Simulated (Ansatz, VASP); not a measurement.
Given: the input of a run of VASP 6.6.1 on Co.

The input INCAR:

```
SYSTEM = Co
ALGO     = Normal         ! electronic algorithm
EDIFF    = 1E-6           ! SCF threshold, eV
ENCUT    = 600            ! plane-wave cutoff, eV
GGA      = CA             ! functional
GGA_COMPAT= .False.      
ISIF     = 2              ! what is computed and relaxed
ISMEAR   = -1             ! smearing method
ISPIN    = 2              ! spin polarisation
LASPH    = .True.         ! aspherical terms in the spheres
LCHARG   = .True.         ! write CHGCAR
LELF     = .True.         ! ELF
LMAXMIX  = 4              ! l up to which the mixer works
LORBIT   = 11             ! projections on sites
LREAL    = .False.        ! projectors in reciprocal space
LVHAR    = .True.       
LWAVE    = .False.        ! write WAVECAR
MAGMOM   = 2 2            ! initial moments
NBANDS   = 28             ! bands
NELM     = 200            ! most SCF steps
PREC     = Accurate       ! precision mode
SIGMA    = 0.05           ! smearing width, eV
```

Contents of KPOINTS:

```
k-points
0
Gamma
  12 12 7
  0 0 0
```

POSCAR

```
Co
1.0
    2.5200971126      0.0000000000      0.0000000000
   -1.2600485563      2.1824681195      0.0000000000
    0.0000000000      0.0000000000      4.1167599708
Co
2
Direct
    0.3333333333      0.6666666667      0.7401390000
    0.6666666667      0.3333333333      0.2598610000
```

Potentials or basis: VASP PAW LDA potentials, release 64 (Co_sv).

Command:

```console
$ cat potpaw_LDA.64/Co_sv/POTCAR > POTCAR
$ mpirun -np 1 vasp_std > vasp.out
```

Problem. Translate it to Ansatz 0.2.0. Potentials there: Ansatz PAW.

Solution. As run (the cutoff follows the program's own potentials):

Contents of input.yaml:

```yaml
crystal:
  lattice:
    - [2.5200971126, 0.0, 0.0]
    - [-1.2600485563, 2.1824681195, 0.0]
    - [0.0, 0.0, 4.1167599708]
  atoms:
    - { symbol: Co, position: [0.3333333333, 0.6666666667, 0.740139], spin: 2.0 }
    - { symbol: Co, position: [0.6666666667, 0.3333333333, 0.259861], spin: 2.0 }
hamiltonian:
  xc: lda
  pseudopotentials: { kind: paw }
magnetization:
  spin_polarized: true
kpoints:
  mp_grid: { grid: [12, 12, 7] }
scf:
  occupations: { method: fermi_dirac, width: 0.05 }
output:
  forces: true
  stress: true
  eigenvalues: true
```

Potentials or basis: Ansatz PAW.

Command:

```console
$ ansatz run input.yaml --threads 2 --pin off --max-ram 5632MiB --backend cpu --events-out ev --progress --plain --runs-dir out
```

Both were run:

|  | VASP | Ansatz | Ansatz less VASP |
| --- | --- | --- | --- |
| gap on the k mesh at the Fermi level (eV) | none | none | - |
| pressure (GPa) | -27.4 | -23.9 | +3.51 |
| traceless stress, the component that is largest in VASP (GPa) | -1.73 | -1.75 | -0.027 |
| rms of the force components (eV/Å) | 0.170 | 0.166 | -0.0039 |
| net moment per atom (μB) | 1.60 | 1.63 | +0.028 |
| size of the moment on the site where the two differ most (μB) | 1.64 | 1.68 | +0.047 |

LDA's correlation is that of Perdew and Zunger in VASP and of Perdew and Wang (1992) in Ansatz. Site moments also hang on the region over which each program counts them. Atom by atom the forces differ by 0.004 eV/Å (rms over components). A gap of «none» marks a metal or a gap that the smearing closes.
